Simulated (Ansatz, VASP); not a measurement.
TaN in VASP and in Ansatz

The input INCAR:

```
PREC = Accurate
ENCUT = 520
EDIFF = 1E-6
ISMEAR = 1
SIGMA = 0.15
LREAL = False
LASPH = True
NELM = 60
ALGO = Normal
ISIF = 2
LWAVE = False
LCHARG = False
GGA = PS
NBANDS = 33
```

File KPOINTS:

```
Automatic mesh
0
Gamma
  5 5 8
```

POSCAR

```
TaN
1.0
    5.1910000000      0.0000000000      0.0000000000
   -2.5955000000      4.4955380000      0.0000000000
    0.0000000000      0.0000000000      2.9080000000
Ta N
3 3
Direct
    0.0000000000      0.0000000000      0.0000000000
    0.3333333333      0.6666666667      0.5000000000
    0.6666666667      0.3333333333      0.5000000000
    0.5000000000      0.0000000000      0.0000000000
    0.5000000000      0.5000000000      0.0000000000
    0.0000000000      0.5000000000      0.0000000000
```

Input for Ansatz:

```yaml
crystal:
  lattice:
    - [5.191, 0.0, 0.0]
    - [-2.5955, 4.495538, 0.0]
    - [0.0, 0.0, 2.908]
  atoms:
    - { symbol: Ta, position: [0.0, 0.0, 0.0] }
    - { symbol: Ta, position: [0.3333333333333333, 0.6666666666666666, 0.5] }
    - { symbol: Ta, position: [0.6666666666666666, 0.3333333333333333, 0.5] }
    - { symbol: "N", position: [0.5, 0.0, 0.0] }
    - { symbol: "N", position: [0.5, 0.5, 0.0] }
    - { symbol: "N", position: [0.0, 0.5, 0.0] }
basis:
  ecutwfc: 517.016338673772
kpoints:
  mp_grid:
    grid: [5, 5, 8]
hamiltonian:
  xc: pbesol
scf:
  occupations:
    method: methfessel_paxton
    width: 0.15
output:
  stress: true
```

Alike in both runs: task single point; functional PBEsol; k mesh 5 × 5 × 8; occupations methfessel-paxton of order 1, width 0.15 eV; no spin polarisation.

```csv
,VASP,Ansatz
version,VASP 6.6.1,Ansatz 0.2.0
potentials or method,"VASP PAW PBE potentials, release 64 (Ta_pv, N), cutoff 520 eV","plane waves, PAW"
valence electrons in the cell,48,54
```

Ansatz gave:

```
pressure (GPa)                                                : 0.9
traceless stress, the component that is largest in VASP (GPa) : -0.23
```

Task: Estimate VASP's values.

Result: Pressure (GPa): 1.8; traceless stress, the component that is largest in VASP (GPa): -0.03.

VASP's potentials were made for PBE, not for PBEsol. With one functional, cell and mesh, what is left measures potentials, basis and numerics. VASP's potentials hold 48 valence electrons a cell and Ansatz's 54, so a difference there can come from the potentials and not from the codes.

Neither program's run includes spin-orbit coupling.
